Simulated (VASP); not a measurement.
GaN, 2 atoms in the cell. Symmetry: F-43m, No. 216, cubic system. The conventional cell has a = 4.498 Å, b = 4.498 Å, c = 4.498 Å, α = 90.00°, β = 90.00°, γ = 90.00°. Ga (site symmetry -43m) has 4 N at 1.95 Å within 2.6 Å. Within 2.6 Å of N (site symmetry -43m) lie 4 Ga at 1.95 Å. 

| Quantity | Value |
| --- | --- |
| Program | VASP 6.6.1 |
| Task | single point |
| Functional | PBE |
| Potentials or basis | VASP PAW PBE potentials, release 64 (Ga_d, N) |
| Cutoff | 520 eV |
| k mesh | 6 × 6 × 6 |
| Occupations | gaussian, width 0.01 eV |
| Spin | no spin polarisation |
| Dipole correction | no |
| Further INCAR settings | ALGO = Normal; EDIFF = 1e-06; NBANDS = 16 |

Potentials or basis: VASP PAW PBE potentials, release 64 (Ga_d, N).

Command:

```bash
$ cat potpaw_PBE.64/Ga_d/POTCAR potpaw_PBE.64/N/POTCAR > POTCAR
$ mpirun -np 1 vasp_std > vasp.out
```

Hardware: 1 thread of Intel(R) Xeon(R) Platinum 8375C CPU @ 2.90GHz (Ice Lake), with other jobs on the host.

Question: Estimate the wall time of this run.

Answer: Wall time 12 s on 1 thread of Intel(R) Xeon(R) Platinum 8375C CPU @ 2.90GHz (Ice Lake), with other jobs on the host, peak memory 0.13 GiB. Counts: scf iterations 13, k points 16.
